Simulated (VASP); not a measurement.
Here is a VASP 6.6.1 calculation.

Contents of INCAR:

```
SYSTEM = AgCl
PREC = Accurate
ENCUT = 600
EDIFF = 1E-6
ISMEAR = 0
SIGMA = 0.1
LREAL = .FALSE.
LASPH = .TRUE.
NELM = 80
ALGO = Normal
ISIF = 3
LWAVE = .FALSE.
LCHARG = .FALSE.
GGA = PE
IBRION = 2
NSW = 90
EDIFFG = -0.04
```

KPOINTS

```
regular mesh
0
G
  6 6 6
  0 0 0
```

Contents of POSCAR:

```
AgCl
1.0
   -1.9853914300      1.9853914300      2.7024536600
    1.9853914300     -1.9853914300      2.7024536600
    1.9853914300      1.9853914300     -2.7024536600
Ag Cl
1 1
Direct
    0.0559029400      0.0559029400      0.0000000000
    0.4440970600      0.4440970600      0.0000000000
```

Potentials or basis: VASP PAW PBE potentials, release 64 (Ag, Cl).

The run is started by

```sh
$ cat potpaw_PBE.64/Ag/POTCAR potpaw_PBE.64/Cl/POTCAR > POTCAR
$ mpirun -np 1 vasp_std > vasp.out
```

(1) Estimate the relaxed volume.

(2) Estimate the band gap on the k mesh.

(3) What does it give for the relaxed cell?

(4) What does it give for the space group after relaxing (to 0.05 Å)?

## Answers

(1) 22.76 Å³/atom.

(2) 0.81 eV, indirect (least direct gap 2.02 eV).

(3) a = 4.103 Å, b = 4.103 Å, c = 4.103 Å, α = 124.01°, β = 124.01°, γ = 83.18°.

(4) I4mm (No. 107).
